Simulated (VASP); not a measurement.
Wanted: the native input for a VASP 6.6.1 run.

```yaml
Task: single point
Functional: PBEsol
Potentials_or_basis: VASP PAW PBE potentials, release 64 (Si, Ge_d)
Cutoff: 520 eV
k_mesh: 8 × 8 × 8
Occupations: gaussian, width 0.03 eV
Spin: no spin polarisation
Dipole_correction: no
Further_INCAR_settings: ALGO = Normal; EDIFF = 1e-06; NBANDS = 31
```

The structure of Si7Ge lies in POSCAR:

```
Si7Ge
1.0
    5.2887941500      0.0000000000      0.0000000000
    0.0000000000      5.2887941500      0.0000000000
    0.0000000000      0.0000000000      5.5056347102
Si Ge
7 1
Direct
    0.2525986838      0.2525986838      0.2525986838
    0.0000000000      0.5000000000      0.5000000000
    0.5000000000      0.5000000000      0.0000000000
    0.5000000000      0.0000000000      0.5000000000
    0.7474013162      0.2525986838      0.7474013162
    0.7474013162      0.7474013162      0.2525986838
    0.2525986838      0.7474013162      0.7474013162
    0.0000000000      0.0000000000      0.0000000000
```

This cell differs from its parent crystal: volume 19.250 Å^3 an atom, c/a of the conventional cell 1.0410.

One way to write it, as run:

INCAR

```
  PREC = Accurate
  ENCUT = 520
  EDIFF = 1E-6
  ISMEAR = 0
  SIGMA = 0.03
  LREAL = F
  LASPH = T
  NELM = 80
  ALGO = Normal
  ISIF = 2
  LWAVE = F
  LCHARG = T
  GGA = PS
  LELF = T
  LVHAR = T
  NBANDS = 31
```

KPOINTS

```
Automatic mesh
0
Gamma
  8 8 8
```

Potentials or basis: VASP PAW PBE potentials, release 64 (Si, Ge_d).

Launch:

```sh
$ cat potpaw_PBE.64/Si/POTCAR potpaw_PBE.64/Ge_d/POTCAR > POTCAR
$ mpirun -np 1 vasp_std > vasp.out
```

It gave:

- Pressure: 5.6 GPa
- Largest force: 0.021 eV/Å
- Band gap on the k mesh: 0.03 eV, direct

Caveat: the PAW data sets were made with another functional, which shifts forces and pressure a little.

It took 7.1 min on 1 thread of AMD EPYC 7R13, with other jobs on the host, peak memory 0.41 GiB.
